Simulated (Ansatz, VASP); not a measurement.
## Al in VASP and in Ansatz

File POSCAR:

```
Al
1.0
   -1.6389552507      1.6389552507      1.5673504096
    1.6389552507     -1.6389552507      1.5673504096
    1.6389552507      1.6389552507     -1.5673504096
Al
1
Direct
    0.0000000000      0.0000000000      0.0000000000
```

The input INCAR.step1:

```
SYSTEM = Al
PREC = Accurate ; ENCUT = 520
ISMEAR = 0 ; SIGMA = 0.15
LREAL = .False. ; LASPH = .True.
NELM = 80 ; NBANDS = 8
GGA = PE ; ALGO = Normal
EDIFF = 1E-4 ; LWAVE = .True.
LCHARG = .False.
```

File INCAR.step2:

```
SYSTEM = Al
PREC = Accurate ; ENCUT = 520
EDIFF = 1E-6 ; ISMEAR = 0
SIGMA = 0.15 ; LREAL = .False.
LASPH = .True. ; NELM = 80
ALGO = Normal ; ISIF = 2
LWAVE = .False. ; LCHARG = .False.
METAGGA = R2SCAN ; LMIXTAU = .True.
NBANDS = 8 ; ISTART = 1
```

The input KPOINTS:

```
regular mesh
0
Gamma
  20 20 20
  0 0 0
```

Input for Ansatz:

```yaml
crystal:
  lattice:
    - [-1.6389552507, 1.6389552507, 1.5673504096]
    - [1.6389552507, -1.6389552507, 1.5673504096]
    - [1.6389552507, 1.6389552507, -1.5673504096]
  atoms:
    - { symbol: Al, position: [0.0, 0.0, 0.0] }
basis:
  ecutwfc: 500
kpoints:
  mp_grid: { grid: [20, 20, 20] }
hamiltonian:
  xc: r2scan
scf:
  occupations: { method: gaussian, width: 0.15 }
output:
  forces: true
  stress: true
  eigenvalues: true
```

Change from the starting cell: strain +0.030 along x and y, -0.015 along z, atoms carried along.

Alike in both runs: task single point; functional r2SCAN; k mesh 20 × 20 × 20; occupations gaussian, width 0.15 eV; no spin polarisation.

```csv
,VASP,Ansatz
version,VASP 6.6.1,Ansatz 0.2.0
potentials or method,"VASP PAW PBE potentials, release 64 (Al), cutoff 520 eV","scalar-relativistic, plane waves, PAW"
valence electrons in the cell,3,3
```

VASP gave:

```
gap on the k mesh at the Fermi level (eV)                     : none
pressure (GPa)                                                : -3.3
traceless stress, the component that is largest in VASP (GPa) : -1.15
```

Task: What did Ansatz give for the same quantities?

Result: gap on the k mesh at the Fermi level (eV): none; pressure (GPa): -3.0; traceless stress, the component that is largest in VASP (GPa): -1.15.

VASP's potentials were made for PBE, not for r2SCAN. A gap of «none» marks a metal or a gap that the smearing closes.
